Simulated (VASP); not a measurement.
Co:

```
CELL_PARAMETERS angstrom
2.35932 0.00000 0.00000
-1.17966 2.04323 0.00000
0.00000 0.00000 3.80573
ATOMIC_POSITIONS crystal
Co 0.66667 0.33333 0.25000
Co 0.33333 0.66667 0.75000
```

Base run:

| Item | Value |
| --- | --- |
| Program | VASP 6.6.1 |
| Functional | LDA |
| Potentials or basis | VASP PAW LDA potentials, release 64 (Co) |
| Cutoff | 520 eV |
| k mesh | 24 × 24 × 12 |
| Occupations | gaussian, width 0.15 eV |
| Spin | collinear spin, ferromagnetic start |
| Starting moments | [1.65, 1.65] μB |
| Fixed moment | 3.3 μB |

Its results: pressure 32.9 GPa; site moments Co +1.63 μB.

**Question.** The run is repeated on the same cell with these changes: fixed moment from 3.3 μB to 1.65 μB; moments at the start from [1.65, 1.65] to [0.82, 0.82]. What comes out?

**Answer.** Pressure 19.3 GPa; site moments Co +0.81 μB.

Caveats: the total moment is fixed, so each spin has its own Fermi level.
